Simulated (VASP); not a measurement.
Write the native input for VASP 6.6.1 that does the following.

* Task: single point
* Functional: BLYP
* Potentials or basis: VASP PAW PBE potentials, release 64 (As)
* Cutoff: 520 eV
* k mesh: 21 × 21 × 21
* Occupations: fermi-dirac, width 0.1 eV
* Spin: no spin polarisation
* Dipole correction: no
* Further INCAR settings: ALGO = Normal; EDIFF = 1e-07; NBANDS = 8

The structure of As lies in POSCAR:

```
As
1.0
   -1.7403445870      1.7403445870      1.7403445870
    1.7403445870     -1.7403445870      1.7403445870
    1.7403445870      1.7403445870     -1.7403445870
As
1
Direct
    0.0000000000      0.0000000000      0.0000000000
```

The input as run:

INCAR

```
SYSTEM = As
PREC     = Accurate       ! precision mode
ENCUT    = 520            ! plane-wave cutoff, eV
EDIFF    = 1E-7           ! SCF threshold, eV
ISMEAR   = -1             ! smearing method
SIGMA    = 0.1            ! smearing width, eV
LREAL    = .FALSE.        ! projectors in reciprocal space
LASPH    = .TRUE.         ! aspherical terms in the spheres
NELM     = 100            ! most SCF steps
ALGO     = Normal         ! electronic algorithm
ISIF     = 2              ! what is computed and relaxed
LWAVE    = .FALSE.        ! write WAVECAR
LCHARG   = .FALSE.        ! write CHGCAR
GGA      = B5             ! functional
ALDAX    = 1.0          
AGGAX    = 1.0          
AGGAC    = 1.0          
ALDAC    = 0.0          
NBANDS   = 8              ! bands
```

KPOINTS

```
regular mesh
0
G
  21 21 21
  0 0 0
```

Potentials or basis: VASP PAW PBE potentials, release 64 (As).

Run with:

```bash
$ cat potpaw_PBE.64/As/POTCAR > POTCAR
$ mpirun -np 1 vasp_std > vasp.out
```

Results of the run:

```
Pressure : 0.1 GPa
```

Caveat: the PAW data sets were made with another functional, which shifts forces and pressure a little.

Run time: 14 s on 1 thread of Intel(R) Xeon(R) 6975P-C (Granite Rapids) (shared host), peak memory 0.17 GiB.
